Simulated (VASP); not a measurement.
# AlN: single point with PBE

The system is AlN.

```
CELL_PARAMETERS angstrom
0.00000 2.02086 2.02086
2.02086 0.00000 2.02086
2.02086 2.02086 0.00000
ATOMIC_POSITIONS crystal
Al 0.50000 0.50000 0.50000
N 0.00000 0.00000 0.00000
```

| Property | Result |
| --- | --- |
| Program | VASP 6.6.1 |
| Task | single point |
| Functional | PBE |
| Potentials or basis | VASP PAW PBE potentials, release 64 (Al, N) |
| Cutoff | 520 eV |
| k mesh | 11 × 11 × 11 |
| Occupations | fermi-dirac, width 0.05 eV |
| Spin | no spin polarisation |
| Dipole correction | no |
| Further INCAR settings | ALGO = Normal; EDIFF = 1e-06; NBANDS = 11 |

The pressure is 5.3 GPa and the band gap on the k mesh is 4.75 eV, indirect (least direct gap 5.70 eV).

Levels at points of the mesh, in eV from the valence-band top:
```csv
k point,band 1,band 2,band 3,band 4,band 5,band 6,band 7,band 8
"(0.00, 0.00, 0.00)",-17.56,0.00,0.00,0.00,5.70,12.17,12.17,12.17
```

It took 3.6 s on 1 thread of Intel(R) Xeon(R) 6975P-C (Granite Rapids), with other jobs on the host, peak memory 0.13 GiB.

A k mesh can miss the band edges. Expect the measured gap to be larger: semilocal functionals such as PBE lack the derivative discontinuity.
